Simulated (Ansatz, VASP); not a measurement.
TiGe4: VASP beside Ansatz

```xyz
5
Lattice="3.7942 0.0000 0.0000 0.0000 3.7942 0.0000 0.0000 0.0000 3.7942" Properties=species:S:1:pos:R:3 pbc="T T T"
Ti    0.0000    0.0000    0.0000
Ge    1.8971    0.0000    0.0000
Ge    0.0000    1.8971    0.0000
Ge    0.0000    0.0000    1.8971
Ge    1.8971    1.8971    1.8971
```

Alike in both runs: task relaxation of cell and atoms; functional PBE; k mesh 4 × 4 × 4; occupations gaussian, width 0.1 eV; no spin polarisation.

```csv
,VASP,Ansatz
version,VASP 6.6.1,Ansatz 0.2.0
potentials or method,"VASP PAW PBE potentials, release 64 (Ti_sv, Ge_d), cutoff 600 eV","scalar-relativistic, plane waves, PAW"
valence electrons in the cell,68,68
```

Ansatz gave:

- gap on the k mesh at the Fermi level, each at its own relaxed structure (eV): none
- relaxed volume (Å³/atom): 23.69
- relaxed cell length with the largest relative difference (Å): 4.911

Question: Which values does VASP return?

Answer: gap on the k mesh at the Fermi level, each at its own relaxed structure (eV): none; relaxed volume (Å³/atom): 23.60; relaxed cell length with the largest relative difference (Å): 4.905.

A gap of «none» marks a metal or a gap that the smearing closes.

The k mesh is coarse, so the values compare programs but aren't converged. Noted on VASP's run: the volume moved by over 15 % at a fixed basis, so the end points are rough.
